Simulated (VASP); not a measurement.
# TaN (Fm-3m) in VASP: settings compared

TaN is run at these levels: PBE, LDA, PBEsol; tasks: single point.

All numbers are computed with VASP 6.6.1; they aren't measurements. Logs are shortened: lines on timing, memory, paths and dates and some standing lists are left out, and cuts for length are marked.

## (1) The cell of the first run

It takes space group Fm-3m (No. 225, cubic). The conventional cell has a = 4.423 Å, b = 4.423 Å, c = 4.423 Å, α = 90.00°, β = 90.00°, γ = 90.00°. Within 2.9 Å of Ta (site symmetry m-3m) lie 6 N at 2.21 Å. Within 2.9 Å of N (site symmetry m-3m) lie 6 Ta at 2.21 Å.

## (2) Single point, PBE

File INCAR:

```
PREC = Accurate
ENCUT = 520
EDIFF = 1E-7
ISMEAR = 0
SIGMA = 0.011
LREAL = F
LASPH = T
NELM = 100
ALGO = Normal
ISIF = 2
LWAVE = F
LCHARG = T
GGA = PE
LELF = T
LVHAR = T
NBANDS = 15
```

File KPOINTS:

```
regular mesh
0
Gamma
  10 10 10
```

File POSCAR:

```
TaN
1.0
    0.0000000000      2.2113230000      2.2113230000
    2.2113230000      0.0000000000      2.2113230000
    2.2113230000      2.2113230000      0.0000000000
Ta N
1 1
Direct
    0.5000000000      0.5000000000      0.5000000000
    0.0000000000      0.0000000000      0.0000000000
```

Potentials or basis: VASP PAW PBE potentials, release 64 (Ta_pv, N).

The run is started by

```sh
$ cat potpaw_PBE.64/Ta_pv/POTCAR potpaw_PBE.64/N/POTCAR > POTCAR
$ mpirun -np 1 vasp_std > vasp.out
```

OUTCAR:

```text
PREC = Accurate
   ENCUT = 520
   EDIFF = 1E-7
   ISMEAR = 0
   LREAL = F
   LASPH = T
   NELM = 100
   ISIF = 2
   GGA = PE

 ion  position               nearest neighbor table
   1  0.500  0.500  0.500-   2 2.21   2 2.21   2 2.21   2 2.21   2 2.21   2 2.21
   2  0.000  0.000  0.000-   1 2.21   1 2.21   1 2.21   1 2.21   1 2.21   1 2.21

  LATTYP: Found a face centered cubic cell.
 ALAT       =     4.4226460000

  Lattice vectors:

 A1 = (   0.0000000000,   2.2113230000,   2.2113230000)
 A2 = (   2.2113230000,   0.0000000000,   2.2113230000)
 A3 = (   2.2113230000,   2.2113230000,   0.0000000000)

Analysis of symmetry for initial positions (statically):
=====================================================================
 Subroutine PRICEL returns:
 Original cell was already a primitive cell.

 Routine SETGRP: Setting up the symmetry group for a
 face centered cubic supercell.

 Subroutine GETGRP returns: Found 48 space group operations
 (whereof 48 operations were pure point group operations)
 out of a pool of 48 trial point group operations.

The static configuration has the point symmetry O_h .

Analysis of symmetry for dynamics (positions and initial velocities):
=====================================================================
 Subroutine PRICEL returns:
 Original cell was already a primitive cell.

 Routine SETGRP: Setting up the symmetry group for a
 face centered cubic supercell.

 Subroutine GETGRP returns: Found 48 space group operations
 (whereof 48 operations were pure point group operations)
 out of a pool of 48 trial point group operations.

The dynamic configuration has the point symmetry O_h .

 Subroutine INISYM returns: Found 48 space group operations
 (whereof 48 operations are pure point group operations),
 and found     1 'primitive' translations

----------------------------------------------------------------------------------------

                                     Primitive cell

  volume of cell :      21.6265

  direct lattice vectors                    reciprocal lattice vectors
     0.000000000  2.211323000  2.211323000    -0.226108985  0.226108985  0.226108985
     2.211323000  0.000000000  2.211323000     0.226108985 -0.226108985  0.226108985
     2.211323000  2.211323000  0.000000000     0.226108985  0.226108985 -0.226108985

  length of vectors
     3.127282977  3.127282977  3.127282977     0.391632251  0.391632251  0.391632251

  position of ions in fractional coordinates (direct lattice)
     0.500000000  0.500000000  0.500000000
     0.000000000  0.000000000  0.000000000

  ion indices of the primitive-cell ions
   primitive index   ion index
[... 87 lines left out ...]
   EMIN   =  10.00;   EMAX   =-10.00  energy-range for DOS
   EFERMI =   0.00;   METHOD = LEGACY
   ISMEAR =     0;   SIGMA  =   0.01  broadening in eV -4-tet -1-fermi 0-gaus
   EFERMI_NEDOS =   21; number of points for ismear=-14 and -15
   IALGO  =     38    algorithm
   IMIX   =      4    mixing-type and parameters
     AMIX     =   0.40;   BMIX     =  1.00
     AMIX_MAG =   1.60;   BMIX_MAG =  1.00
  volume/ion in A,a.u.               =      10.81        72.97
  Fermi-wavevector in a.u.,A,eV,Ry     =   1.480651  2.798024 29.828417  2.192327
  Thomas-Fermi vector in A             =   2.594659
   LORBIT       =      0    0 simple, 1 ext, 2 COOP (PROOUT), +10 PAW based schemes
   GGA     = PE    functional components
   LHFCALC =     F    Hartree Fock is set to
   AEXX    =    0.0000 exact exchange contribution
   IVDW    =     0    specifies the selected vdW correction
   LEPSILON=     F    determine dielectric tensor
   LRPA    =     F    only Hartree local field effects (RPA)
 non-spin polarized calculation
 Gauss-broadening in eV      SIGMA  =   0.01
  energy-cutoff  :      520.00
  volume of cell :       21.63
 maximum number of plane-waves:       592
   NGX = 11   NGY = 11   NGZ = 11

 number of electron      16.0000003 magnetization

 Free energy of the ion-electron system (eV)
  ---------------------------------------------------
  ext. energy  EPLUGINS =         0.00000000
  ---------------------------------------------------
  free energy    TOTEN  =       -21.83862650 eV

  energy without entropy =      -21.83837322  energy(sigma->0) =      -21.83849986

 E-fermi :   9.4126     XC(G=0): -13.3448

 val. band max:        9.4079662213   @ k =   0.0000   0.0000   0.0000
 cond. band min:       9.4175881690   @ k =  -0.3000   0.3000   0.1000
 fundamental gap:      0.0096219477
 Fermi energy:         9.4126188792

 k-point     1 :       0.0000    0.0000    0.0000
  band No.  band energies     occupation
      1     -26.4706      2.00000
      2     -26.4706      2.00000
      3     -26.4706      2.00000
      4      -9.3587      2.00000
      5       5.5905      2.00000
      6       5.5905      2.00000
      7       5.5905      2.00000
      8       7.2894      2.00000
      9       7.2894      2.00000
     10       7.2894      2.00000
     11       9.4080      1.45036
     12       9.4080      1.45027
     13      10.7341      0.00000
     14      18.7517      0.00000
[... 401 lines left out ...]
      2     -26.6975      2.00000
      3     -26.6735      2.00000
      4      -7.8290      2.00000
      5       1.4936      2.00000
      6       3.5494      2.00000
      7       4.2153      2.00000
      8       5.5545      2.00000
      9      11.4692      0.00000
     10      12.1977      0.00000
     11      12.2765      0.00000
     12      13.0967      0.00000
     13      17.5754      0.00000
     14      19.8463      0.00000
     15      21.6694      0.00000

 [... further k-points ...]

------------------------ aborting loop because EDIFF is reached ----------------------------------------

  FORCE on cell =-STRESS in cart. coord.  units (eV):
  Direction    XX          YY          ZZ          XY          YZ          ZX
  --------------------------------------------------------------------------------------
  -------------------------------------------------------------------------------------
  Total       -0.0808698     -0.0808698     -0.0808698     -0.0000000      0.0000000      0.0000000
  in kB       -5.9911545     -5.9911545     -5.9911545     -0.0000000      0.0000000      0.0000000
  external PRESSURE =      -5.9911545 kB  Pullay stress =       0.0000000 kB

 VOLUME and BASIS-vectors are now :
 -----------------------------------------------------------------------------
  energy-cutoff  :      520.00
  volume of cell :       21.63
      direct lattice vectors                 reciprocal lattice vectors
     0.000000000  2.211323000  2.211323000    -0.226108985  0.226108985  0.226108985
     2.211323000  0.000000000  2.211323000     0.226108985 -0.226108985  0.226108985
     2.211323000  2.211323000  0.000000000     0.226108985  0.226108985 -0.226108985

 POSITION                                       TOTAL-FORCE (eV/Angst)
 -----------------------------------------------------------------------------------
      2.21132      2.21132      2.21132         0.000000      0.000000      0.000000
      0.00000      0.00000      0.00000        -0.000000     -0.000000     -0.000000
 -----------------------------------------------------------------------------------
    total drift:                                0.000000     -0.000000     -0.000000

  FREE ENERGIE OF THE ION-ELECTRON SYSTEM (eV)
  ---------------------------------------------------
  free  energy   TOTEN  =       -21.8386264963 eV

  energy  without entropy=      -21.8383732178  energy(sigma->0) =      -21.83849986
```

OSZICAR:

```text
N       E                     dE             d eps       ncg     rms          rms(c)
DAV:   1     0.889036120201E+02    0.88904E+02   -0.87222E+03  1410   0.113E+03
DAV:   2    -0.221966439153E+02   -0.11110E+03   -0.10463E+03  1746   0.301E+02
DAV:   3    -0.248572647958E+02   -0.26606E+01   -0.26470E+01  1571   0.435E+01
DAV:   4    -0.248674094246E+02   -0.10145E-01   -0.10142E-01  1844   0.288E+00
DAV:   5    -0.248674782381E+02   -0.68814E-04   -0.68814E-04  1592   0.208E-01    0.233E+01
DAV:   6    -0.219424856461E+02    0.29250E+01   -0.55121E+00  1657   0.263E+01    0.956E+00
DAV:   7    -0.218739755698E+02    0.68510E-01   -0.51265E-01  1564   0.601E+00    0.671E+00
DAV:   8    -0.218457839184E+02    0.28192E-01   -0.15336E-01  1613   0.338E+00    0.169E+00
DAV:   9    -0.218386895233E+02    0.70944E-02   -0.19091E-02  1578   0.115E+00    0.322E-01
DAV:  10    -0.218386542795E+02    0.35244E-04   -0.13318E-03  1732   0.360E-01    0.594E-02
DAV:  11    -0.218386264029E+02    0.27877E-04   -0.49615E-05  1515   0.798E-02    0.128E-02
DAV:  12    -0.218386268371E+02   -0.43413E-06   -0.36336E-06  1697   0.184E-02    0.729E-03
DAV:  13    -0.218386264911E+02    0.34596E-06   -0.13660E-07  1376   0.351E-03    0.190E-03
DAV:  14    -0.218386264963E+02   -0.52039E-08   -0.15346E-08   943   0.130E-03
   1 F= -.21838626E+02 E0= -.21838500E+02  d E =-.253279E-03
```

Run time: 6.9 s. Hardware: 1 thread of Intel Xeon 6975P-C (Granite Rapids), shared host; peak memory 0.14 GiB.

What came out:

| Property | Result |
| --- | --- |
| Free energy | -21.8386 eV |
| Pressure | -0.6 GPa |
| Band gap on the k mesh | zero (band 8 reaches 11.20 eV, above the bottom of band 9 at 7.29 eV) |

Caveat: spin-orbit coupling is left out, which moves the levels of the heavy elements.

(Continued in part 2 of 2.)
